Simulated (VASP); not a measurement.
Runs of VASP 6.6.1 on H4Os. The structure is that of space group Cmmm (No. 65), or close to it. The cells are those of the table. 

```csv
task,potentials or basis,cell,k mesh,cutoff (eV),second run,gap on the mesh (eV),pressure (GPa),relaxed volume (Å³/atom),largest force (eV/Å)
single point,"VASP PAW PBE potentials, release 64 (H, Os)","a = 3.156, b = 3.156, c = 3.052 Å, angles 90.0, 90.0, 105.0°, 5 atoms",12 × 12 × 12,520,-,none,0.7,-,0.03
relaxation of cell and atoms,"VASP PAW PBE potentials, release 64 (H, Os)","relaxed from a = 3.653, b = 3.653, c = 2.574 Å, angles 90.0, 90.0, 108.5°, 5 atoms",6 × 6 × 6,600,-,none,0.2,5.87,0.01
single point,"VASP PAW PBE potentials, release 64 (H, Os_sv_GW)","a = 3.157, b = 3.157, c = 3.044 Å, angles 90.0, 90.0, 105.3°, 5 atoms",6 × 6 × 6,500,valence_matched,none,(a),-,0.01
relaxation of cell and atoms,"VASP PAW PBE potentials, release 64 (H, Os)","relaxed from a = 3.157, b = 3.157, c = 3.044 Å, angles 90.0, 90.0, 105.3°, 5 atoms",12 × 12 × 12,600,-,none,0.0,5.89,0.01
single point,"VASP PAW PBE potentials, release 64 (H, Os)","a = 3.157, b = 3.157, c = 3.044 Å, angles 90.0, 90.0, 105.3°, 5 atoms",6 × 6 × 6,520,-,none,0.7,-,0.03
```

Alike in all rows: level PBE; no spin polarisation; smearing gaussian 0.1 eV.

**Question.** Fill in the values left out.

**Answer.** (a) -1.5.

Caveats: some runs use coarse meshes; spin-orbit coupling is left out, which moves the levels of the heavy elements.

A k mesh can miss the band edges, and the runs leave out spin-orbit coupling on Os.

A gap of «none» marks levels without a gap at the run's occupations.

The runs don't all hold the same shells in valence.
